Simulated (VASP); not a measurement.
Write the native input for VASP 6.6.1 that does the following.

| Quantity | Value |
| --- | --- |
| Task | single point |
| Functional | LDA |
| Potentials or basis | VASP PAW LDA potentials, release 64 (Sc_sv) |
| Cutoff | 520 eV |
| k mesh | 15 × 15 × 15 |
| Occupations | fermi-dirac, width 0.1 eV |
| Spin | no spin polarisation |
| Dipole correction | no |
| Further INCAR settings | ALGO = Normal; EDIFF = 1e-06; NBANDS = 12 |

The structure of Sc lies in POSCAR:

```
Sc
1.0
    0.0000000000      2.0789737397      2.0789737397
    2.0789737397      0.0000000000      2.0789737397
    2.0789737397      2.0789737397      0.0000000000
Sc
1
Direct
    0.0000000000      0.0000000000      0.0000000000
```

This cell differs from its parent crystal: volume scaled by 0.8.

One way to write it, as run:

INCAR

```
SYSTEM = Sc
PREC     = Accurate       ! precision mode
ENCUT    = 520            ! plane-wave cutoff, eV
EDIFF    = 1E-6           ! SCF threshold, eV
ISMEAR   = -1             ! smearing method
SIGMA    = 0.1            ! smearing width, eV
LREAL    = .FALSE.        ! projectors in reciprocal space
LASPH    = .TRUE.         ! aspherical terms in the spheres
NELM     = 80             ! most SCF steps
ALGO     = Normal         ! electronic algorithm
ISIF     = 2              ! what is computed and relaxed
LWAVE    = .FALSE.        ! write WAVECAR
LCHARG   = .FALSE.        ! write CHGCAR
NBANDS   = 12             ! bands
```

KPOINTS

```
Automatic mesh
0
G
  15 15 15
  0 0 0
```

Potentials or basis: VASP PAW LDA potentials, release 64 (Sc_sv).

Command:

```bash
$ cat potpaw_LDA.64/Sc_sv/POTCAR > POTCAR
$ mpirun -np 1 vasp_std > vasp.out
```

Results of the run:

```json
{"Pressure": "18.3 GPa"}
```

It took 6.8 s on 1 thread of Intel(R) Xeon(R) 6975P-C (Granite Rapids), on a shared host, peak memory 0.14 GiB.
